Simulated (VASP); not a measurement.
Wanted: the native input for a VASP 6.6.1 run.

```
Task                   : single point
Functional             : PBE
Potentials or basis    : VASP PAW PBE potentials, release 64 (Ni, O)
Cutoff                 : 520 eV
k mesh                 : 14 × 14 × 14
Occupations            : fermi-dirac, width 0.1 eV
Spin                   : collinear spin, ferromagnetic start
Starting moments       : [0.84, 0.11] μB
Fixed moment           : 0.9 μB
Dipole correction      : no
Further INCAR settings : ALGO = Normal; EDIFF = 1e-07; NBANDS = 19
```

The structure of NiO lies in POSCAR:

```
NiO
1.0
    0.0000000000      2.0859000000      2.0859000000
    2.0859000000      0.0000000000      2.0859000000
    2.0859000000      2.0859000000      0.0000000000
Ni O
1 1
Direct
    0.0000000000      0.0000000000      0.0000000000
    0.5000000000      0.5000000000      0.5000000000
```

One way to write it, as run:

INCAR

```
SYSTEM = NiO
PREC = Accurate
ENCUT = 520
EDIFF = 1E-7
ISMEAR = -1
SIGMA = 0.1
LREAL = .False.
LASPH = .True.
NELM = 150
ALGO = Normal
ISIF = 2
LWAVE = .False.
LCHARG = .False.
ISPIN = 2
MAGMOM = 0.84 0.11
LORBIT = 11
NUPDOWN = 0.9
LMAXMIX = 4
GGA = PE
NBANDS = 19
```

KPOINTS

```
Automatic mesh
0
Gamma
  14 14 14
  0 0 0
```

Potentials or basis: VASP PAW PBE potentials, release 64 (Ni, O).

Launch:

```console
$ cat potpaw_PBE.64/Ni/POTCAR potpaw_PBE.64/O/POTCAR > POTCAR
$ mpirun -np 1 vasp_std > vasp.out
```

It gave:

- Pressure: 0.4 GPa
- Net moment: 0.90 μB per cell
- Site moments: Ni +0.78; O +0.10 μB
- Valence electrons inside the program's atomic spheres: Ni 9.04; O 4.95

Caveat: the total moment is fixed, so each spin has its own Fermi level; a cell with one magnetic atom can't hold antiferromagnetic order, which such compounds often take.

It took 99 s on 1 thread of Intel Xeon 8259CL, with other jobs on the host, peak memory 0.19 GiB.
